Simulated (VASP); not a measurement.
# Ta (Im-3m) in VASP: notebook, part 2 of 2

VASP 6.6.1. Earlier steps stand in the parts before.

## (4) Single point, r2SCAN

This run uses another cell than the first one, of 18.06 Å³/atom.

Contents of POSCAR:

```
Ta
1.0
   -1.6527903846      1.6527903846      1.6527903846
    1.6527903846     -1.6527903846      1.6527903846
    1.6527903846      1.6527903846     -1.6527903846
Ta
1
Direct
    0.0000000000      0.0000000000      0.0000000000
```

Contents of INCAR.step1:

```
PREC = Accurate
ENCUT = 550
ISMEAR = 0
SIGMA = 0.05
LREAL = False
LASPH = True
NELM = 120
NBANDS = 12
GGA = PE
ALGO = Normal
EDIFF = 1E-5
LWAVE = True
LCHARG = False
GGA_COMPAT = False
```

Contents of INCAR.step2:

```
PREC = Accurate
ENCUT = 550
EDIFF = 1E-6
ISMEAR = 0
SIGMA = 0.05
LREAL = False
LASPH = True
NELM = 120
ALGO = Normal
ISIF = 2
LWAVE = False
LCHARG = True
METAGGA = R2SCAN
LMIXTAU = True
LELF = True
LVHAR = True
NBANDS = 12
ISTART = 1
GGA_COMPAT = False
```

Contents of KPOINTS:

```
regular mesh
0
Gamma
  18 18 18
```

Potentials or basis: VASP PAW PBE potentials, release 64 (Ta_pv).

Command:

```sh
$ cat potpaw_PBE.64/Ta_pv/POTCAR > POTCAR
$ cp INCAR.step1 INCAR
$ mpirun -np 1 vasp_std > vasp.out
$ cp INCAR.step2 INCAR
$ mpirun -np 1 vasp_std > vasp.out
```

OUTCAR:

```text
PREC = Accurate
   ENCUT = 550
   EDIFF = 1E-6
   ISMEAR = 0
   LREAL = False
   LASPH = True
   NELM = 120
   ISIF = 2
   METAGGA = R2SCAN
   ISTART = 1

 ion  position               nearest neighbor table
   1  0.000  0.000  0.000-

  LATTYP: Found a body centered cubic cell.
 ALAT       =     3.3055807692

  Lattice vectors:

 A1 = (  -1.6527903846,   1.6527903846,   1.6527903846)
 A2 = (   1.6527903846,  -1.6527903846,   1.6527903846)
 A3 = (   1.6527903846,   1.6527903846,  -1.6527903846)

Analysis of symmetry for initial positions (statically):
=====================================================================
 Subroutine PRICEL returns:
 Original cell was already a primitive cell.

 Routine SETGRP: Setting up the symmetry group for a
 body centered cubic supercell.

 Subroutine GETGRP returns: Found 48 space group operations
 (whereof 48 operations were pure point group operations)
 out of a pool of 48 trial point group operations.

The static configuration has the point symmetry O_h .

[... 167 lines left out ...]
  band No.  band energies     occupation
      1     -28.9287      2.00000
      2     -28.9287      2.00000
      3     -28.9287      2.00000
      4      -3.0160      2.00000
      5       6.1452      0.00000
      6       6.1452      0.00000
      7       6.1452      0.00000
      8       9.6254      0.00000
      9       9.6254      0.00000
     10      17.4053      0.00000
     11      21.0674      0.00000
     12      21.0674      0.00000
[... 331 lines left out ...]
 k-point    24 :       0.3889    0.1111   -0.0000
  band No.  band energies     occupation
      1     -30.0776      2.00000
      2     -29.3543      2.00000
      3     -28.9902      2.00000
      4       1.1589      2.00000
      5       3.8602      2.00000
      6       5.8600      0.00000
      7       9.3380      0.00000
      8      10.6813      0.00000
      9      13.4732      0.00000
     10      17.3187      0.00000
     11      17.5059      0.00000
     12      18.9178      0.00000

 [... further k-points ...]

------------------------ aborting loop because EDIFF is reached ----------------------------------------

  FORCE on cell =-STRESS in cart. coord.  units (eV):
  Direction    XX          YY          ZZ          XY          YZ          ZX
  --------------------------------------------------------------------------------------
  -------------------------------------------------------------------------------------
  Total        0.0417960      0.0417960      0.0417960     -0.0000000      0.0000000     -0.0000000
  in kB        3.7079318      3.7079318      3.7079318     -0.0000000      0.0000000     -0.0000000
  external PRESSURE =       3.7079318 kB  Pullay stress =       0.0000000 kB

 VOLUME and BASIS-vectors are now :
 -----------------------------------------------------------------------------
  energy-cutoff  :      550.00
  volume of cell :       18.06
      direct lattice vectors                 reciprocal lattice vectors
    -1.652790385  1.652790385  1.652790385     0.000000000  0.302518701  0.302518701
     1.652790385 -1.652790385  1.652790385     0.302518701  0.000000000  0.302518701
     1.652790385  1.652790385 -1.652790385     0.302518701  0.302518701  0.000000000

 POSITION                                       TOTAL-FORCE (eV/Angst)
 -----------------------------------------------------------------------------------
      0.00000      0.00000      0.00000        -0.000000     -0.000000      0.000000
 -----------------------------------------------------------------------------------
    total drift:                               -0.000000      0.000000     -0.000000

  FREE ENERGIE OF THE ION-ELECTRON SYSTEM (eV)
  ---------------------------------------------------
  free  energy   TOTEN  =       -48.5811168776 eV

  energy  without entropy=      -48.5799647438  energy(sigma->0) =      -48.58054081
```

OUTCAR.step1:

```text
PREC = Accurate
   ENCUT = 550
   ISMEAR = 0
   LREAL = False
   LASPH = True
   NELM = 120
[... 575 lines left out ...]

 POSITION                                       TOTAL-FORCE (eV/Angst)
 -----------------------------------------------------------------------------------
      0.00000      0.00000      0.00000         0.000000      0.000000      0.000000
 -----------------------------------------------------------------------------------
    total drift:                                0.000000      0.000000     -0.000000

  FREE ENERGIE OF THE ION-ELECTRON SYSTEM (eV)
  ---------------------------------------------------
  free  energy   TOTEN  =       -11.8123684088 eV

  energy  without entropy=      -11.8108127599  energy(sigma->0) =      -11.81159058
```

OSZICAR.step1:

```text
N       E                     dE             d eps       ncg     rms          rms(c)
DAV:   1     0.631219726048E+02    0.63122E+02   -0.63374E+03  4688   0.915E+02
DAV:   2    -0.112200019080E+02   -0.74342E+02   -0.72419E+02  5232   0.250E+02
DAV:   3    -0.122720014708E+02   -0.10520E+01   -0.10455E+01  5584   0.281E+01
DAV:   4    -0.122748073593E+02   -0.28059E-02   -0.28057E-02  5224   0.162E+00
DAV:   5    -0.122748168281E+02   -0.94688E-05   -0.94690E-05  5524   0.887E-02    0.134E+01
DAV:   6    -0.119191713436E+02    0.35565E+00   -0.28567E-01  5500   0.580E+00    0.652E+00
DAV:   7    -0.118132242632E+02    0.10595E+00   -0.25506E-01  5412   0.508E+00    0.388E-01
DAV:   8    -0.118124051314E+02    0.81913E-03   -0.75968E-03  5116   0.725E-01    0.126E-01
DAV:   9    -0.118123757502E+02    0.29381E-04   -0.13211E-04  5488   0.123E-01    0.267E-02
DAV:  10    -0.118123684088E+02    0.73414E-05   -0.39586E-06  3136   0.223E-02
   1 F= -.11812368E+02 E0= -.11811591E+02  d E =-.155565E-02
```

Wall time 2.5 min (1 thread of Intel Xeon 8259CL, shared host); peak memory 0.18 GiB.

Results:

| Item | Value |
| --- | --- |
| Free energy | -48.5811 eV |
| Pressure | 0.4 GPa |
| Band gap on the k mesh | zero (an odd number of electrons rules out a gap without spin polarisation) |

Caveat: the PAW data sets were made with another functional, which shifts forces and pressure a little; spin-orbit coupling is left out, which moves the levels of the heavy elements.

## (5) Overview

```tsv
cell	gap on the mesh (eV)	pressure (GPa)
a = 2.859 Å, angles 109.5°, 1 atom	none	1.2
a = 2.862 Å, angles 109.5°, 1 atom	none	0.6
a = 2.863 Å, angles 109.5°, 1 atom	none	0.4
```

Alike in all rows: task single point; level r2SCAN; potentials or basis VASP PAW PBE potentials, release 64 (Ta_pv); no spin polarisation; k mesh 18 × 18 × 18; cutoff (eV) 550; smearing gaussian 0.05 eV.

Caveats: the PAW data sets were made with another functional, which shifts forces and pressure a little; spin-orbit coupling is left out, which moves the levels of the heavy elements.

Absolute energies hang on the potentials; compare differences alone.
